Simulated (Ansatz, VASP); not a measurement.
## Ru in VASP and in Ansatz

```
CELL_PARAMETERS angstrom
2.70595 0.00000 0.00000
-1.35297 2.34342 0.00000
0.00000 0.00000 4.25791
ATOMIC_POSITIONS crystal
Ru 0.33333 0.66667 0.25000
Ru 0.66667 0.33333 0.75000
```

Alike in both runs: task single point; functional r2SCAN; k mesh 13 × 13 × 8; occupations gaussian, width 0.2 eV; no spin polarisation.

|  | VASP | Ansatz |
| --- | --- | --- |
| version | VASP 6.6.1 | Ansatz 0.2.0 |
| potentials or method | VASP PAW PBE potentials, release 64 (Ru_pv), cutoff 520 eV | plane waves (500 eV) with PAW, scalar-relativistic |
| valence electrons in the cell | 28 | 32 |

|  | VASP | Ansatz | Ansatz less VASP |
| --- | --- | --- | --- |
| pressure (GPa) | 1.4 | -0.1 | -1.54 |
| traceless stress, the component that is largest in VASP (GPa) | -0.04 | -0.15 | -0.112 |

VASP's potentials were made for PBE, not for r2SCAN. VASP's potentials hold 28 valence electrons a cell and Ansatz's 32, so a difference there can come from the potentials and not from the codes.
